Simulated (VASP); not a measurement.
Here is a VASP 6.6.1 calculation.

INCAR

```
SYSTEM = MoN2
ALGO     = Fast           ! electronic algorithm
EDIFF    = 1E-6           ! SCF threshold, eV
ENCUT    = 520            ! plane-wave cutoff, eV
GGA      = PS             ! functional
ISIF     = 2              ! what is computed and relaxed
ISMEAR   = -1             ! smearing method
LASPH    = .TRUE.         ! aspherical terms in the spheres
LCHARG   = .FALSE.        ! write CHGCAR
LDAU     = .TRUE.         ! DFT+U
LDAUJ    = 0 0          
LDAUL    = 2 -1           ! shell
LDAUPRINT= 1            
LDAUTYPE = 2            
LDAUU    = 1 0            ! U, eV
LMAXMIX  = 4              ! l up to which the mixer works
LREAL    = .FALSE.        ! projectors in reciprocal space
LWAVE    = .FALSE.        ! write WAVECAR
NBANDS   = 33             ! bands
NELM     = 150            ! most SCF steps
PREC     = Accurate       ! precision mode
SIGMA    = 0.05           ! smearing width, eV
```

Contents of KPOINTS:

```
k-points
0
G
  6 6 10
  0 0 0
```

Contents of POSCAR:

```
MoN2
1.0
    4.3480530000      0.0000000000      0.0000000000
    0.0000000000      4.3480530000      0.0000000000
    0.0000000000      0.0000000000      2.7674600000
Mo N
2 4
Direct
    0.0000000000      0.0000000000      0.0000000000
    0.5000000000      0.5000000000      0.0000000000
    0.6116470000      0.8883530000      0.5000000000
    0.3883530000      0.1116470000      0.5000000000
    0.1116470000      0.6116470000      0.5000000000
    0.8883530000      0.3883530000      0.5000000000
```

Potentials or basis: VASP PAW PBE potentials, release 64 (Mo_sv, N).

Command:

```bash
$ cat potpaw_PBE.64/Mo_sv/POTCAR potpaw_PBE.64/N/POTCAR > POTCAR
$ mpirun -np 1 vasp_std > vasp.out
```

(1) Estimate the largest force.

(2) What does it give for the pressure?

Answers

(1) 0.157 eV/Å.

(2) -12.2 GPa.

Caveat: the cell stands under tension; the PAW data sets were made with another functional, which shifts forces and pressure a little; U without spin polarisation on a metal has little footing.
